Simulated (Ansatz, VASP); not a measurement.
## Ni: VASP beside Ansatz

File INCAR:

```
AGGAC = 1.0 ; AGGAX = 1.0
ALDAC = 0.0 ; ALDAX = 1.0
ALGO = Normal ; EDIFF = 1E-6
ENCUT = 520 ; GGA = B5
ISIF = 2 ; ISMEAR = -1
ISPIN = 2 ; LASPH = T
LCHARG = F ; LMAXMIX = 4
LORBIT = 11 ; LREAL = F
LWAVE = F ; MAGMOM = 0.589
NBANDS = 15 ; NELM = 150
PREC = Accurate ; SIGMA = 0.05
```

The input KPOINTS:

```
k-points
0
Gamma
  17 17 17
```

POSCAR

```
Ni
1.0
   -1.4239439376      1.4239439376      1.4239439376
    1.4239439376     -1.4239439376      1.4239439376
    1.4239439376      1.4239439376     -1.4239439376
Ni
1
Direct
    0.0000000000      0.0000000000      0.0000000000
```

Input for Ansatz:

```yaml
crystal:
  lattice:
    - [-1.4239439376, 1.4239439376, 1.4239439376]
    - [1.4239439376, -1.4239439376, 1.4239439376]
    - [1.4239439376, 1.4239439376, -1.4239439376]
  atoms:
    - { symbol: Ni, position: [0.0, 0.0, 0.0], spin: 0.589 }
hamiltonian:
  xc: blyp
  pseudopotentials:
    kind: paw
    azcp:
      Ni: "pseudopotentials/Ni.paw.azcp"
basis:
  ecutwfc: 420
  fft_grid_basis: typed
kpoints:
  mp_grid: { grid: [17, 17, 17], shift: [0, 0, 0] }
magnetization:
  spin_polarized: true
scf:
  occupations: { method: fermi_dirac, width: 0.05 }
  lower_state_search: "off"
output:
  stress: true
```

Alike in both runs: task single point; functional BLYP; k mesh 17 × 17 × 17; occupations fermi-dirac, width 0.05 eV; collinear spin.

```csv
,VASP,Ansatz
version,VASP 6.6.1,Ansatz 0.2.0
potentials or method,"VASP PAW PBE potentials, release 64 (Ni), cutoff 520 eV","plane waves (420 eV) with PAW, scalar-relativistic"
valence electrons in the cell,10,18
```

VASP gave:

| Property | Result |
| --- | --- |
| pressure (GPa) | 0.1 |
| net moment per atom (μB) | 0.53 |
| size of the moment on the site where the two differ most (μB) | 0.54 |

Problem. What did Ansatz give for the same quantities?

Solution. Pressure (GPa): 0.0; net moment per atom (μB): 0.55; size of the moment on the site where the two differ most (μB): 0.58.

VASP's potentials were made for PBE, not for BLYP. Site moments also hang on the region over which each program counts them. With one functional, cell and mesh, what is left measures potentials, basis and numerics. VASP's potentials hold 10 valence electrons a cell and Ansatz's 18, so a difference there can come from the potentials and not from the codes.
